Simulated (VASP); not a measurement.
LaBiS2O, 10 atoms in the cell. The structure is tetragonal, space group P4/nmm (No. 129). The conventional cell has a = 4.055 Å, b = 4.055 Å, c = 14.173 Å, α = 90.00°, β = 90.00°, γ = 90.00°. La (site symmetry 4mm) has 4 O at 2.38 Å and 4 S at 3.21 Å within 3.3 Å. Within 3.3 Å of Bi (site symmetry 4mm) lie 5 S at 2.52 to 2.88 Å. Within 3.8 Å of S (site symmetry 4mm) lie 5 Bi at 2.88 to 3.43 Å. S (site symmetry 4mm) has 1 Bi at 2.52 Å and 4 La at 3.21 Å and 4 O at 3.37 Å within 3.4 Å. Within 3.1 Å of O (site symmetry -4m2) lie 4 La at 2.38 Å and 4 O at 2.87 Å. 

* Program: VASP 6.6.1
* Task: relaxation of cell and atoms
* Functional: PBEsol
* Potentials or basis: VASP PAW PBE potentials, release 64 (La, Bi_d, S, O)
* Cutoff: 600 eV
* k mesh: 8 × 8 × 4
* Occupations: gaussian, width 0.03 eV
* Spin: no spin polarisation
* Further INCAR settings: ALGO = Normal; EDIFF = 1e-06; IBRION = 2; EDIFFG = -0.01; NSW = 90; ISIF = 3

Potentials or basis: VASP PAW PBE potentials, release 64 (La, Bi_d, S, O).

Run with:

```console
$ cat potpaw_PBE.64/La/POTCAR potpaw_PBE.64/Bi_d/POTCAR potpaw_PBE.64/S/POTCAR potpaw_PBE.64/O/POTCAR > POTCAR
$ mpirun -np 2 vasp_std > vasp.out
```

Hardware: 2 MPI ranks on Intel(R) Xeon(R) 6975P-C (Granite Rapids) (shared host).

Q: How long does it take, and how much memory?

A: It took 38 min on 2 MPI ranks on Intel(R) Xeon(R) 6975P-C (Granite Rapids) (shared host), peak memory 0.8 GiB a rank. Counts: scf iterations 157, k points 45, ion steps 20.
